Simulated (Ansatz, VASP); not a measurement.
SrInCl3: VASP beside Ansatz

```
Sr In Cl
1.0
     3.57723    2.06532    5.84160
    -3.57723    2.06532    5.84160
     0.00000   -4.13063    5.84160
Sr In Cl
2 2 6
Direct
  0.75000 0.75000 0.75000
  0.25000 0.25000 0.25000
  0.50000 0.50000 0.50000
  0.00000 0.00000 0.00000
  0.81855 0.25000 0.68145
  0.68145 0.81855 0.25000
  0.25000 0.68145 0.81855
  0.18145 0.75000 0.31855
  0.31855 0.18145 0.75000
  0.75000 0.31855 0.18145
```

Alike in both runs: task single point; functional PBE; k mesh 4 × 4 × 4; occupations gaussian, width 0.1 eV; no spin polarisation.

|  | VASP | Ansatz |
| --- | --- | --- |
| version | VASP 6.6.1 | Ansatz 0.2.0 |
| potentials or method | VASP PAW PBE potentials, release 64 (Sr_sv, In_d, Cl), cutoff 520 eV | scalar-relativistic, plane waves, PAW |
| valence electrons in the cell | 88 | 88 |

VASP gave:

| Item | Value |
| --- | --- |
| gap on the k mesh at the Fermi level (eV) | none |
| pressure (GPa) | 11.1 |
| traceless stress, the component that is largest in VASP (GPa) | -0.27 |
| rms of the force components (eV/Å) | 0.440 |

Q: What did Ansatz give for the same quantities?

A: gap on the k mesh at the Fermi level (eV): none; pressure (GPa): 11.0; traceless stress, the component that is largest in VASP (GPa): -0.24; rms of the force components (eV/Å): 0.442.

Atom by atom the forces differ by 0.001 eV/Å (rms over components). A gap of «none» marks a metal or a gap that the smearing closes. The functional is the same, so the differences come from potentials, cutoffs and numerics.
